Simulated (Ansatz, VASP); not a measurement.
# One calculation of Mo3Ru, two programs

```xyz
4
Lattice="0.0000 3.1327 3.1327 3.1327 0.0000 3.1327 3.1327 3.1327 0.0000" Properties=species:S:1:pos:R:3 pbc="T T T"
Mo    4.6990    4.6990    4.6990
Mo    1.5663    1.5663    1.5663
Mo    0.0000    0.0000    0.0000
Ru    3.1327    3.1327    3.1327
```

Alike in both runs: functional PBE; k mesh 12 × 12 × 12; occupations gaussian, width 0.1 eV; no spin polarisation.

Ansatz relaxed the structure, and its values are those at the end. VASP's run is a single point on that final structure, the one shown.

```csv
,VASP,Ansatz
version,VASP 6.6.1,Ansatz 0.2.0
potentials or method,"VASP PAW PBE potentials, release 64 (Mo_sv, Ru_pv), cutoff 520 eV","scalar-relativistic, plane waves, PAW"
valence electrons in the cell,56,58
```

|  | VASP | Ansatz | Ansatz less VASP |
| --- | --- | --- | --- |
| gap on the k mesh at the Fermi level (eV) | none | none | - |
| pressure (GPa) | 0.3 | 0.0 | -0.34 |

A gap of «none» marks a metal or a gap that the smearing closes. VASP's potentials hold 56 valence electrons a cell and Ansatz's 58, so a difference there can come from the potentials and not from the codes.
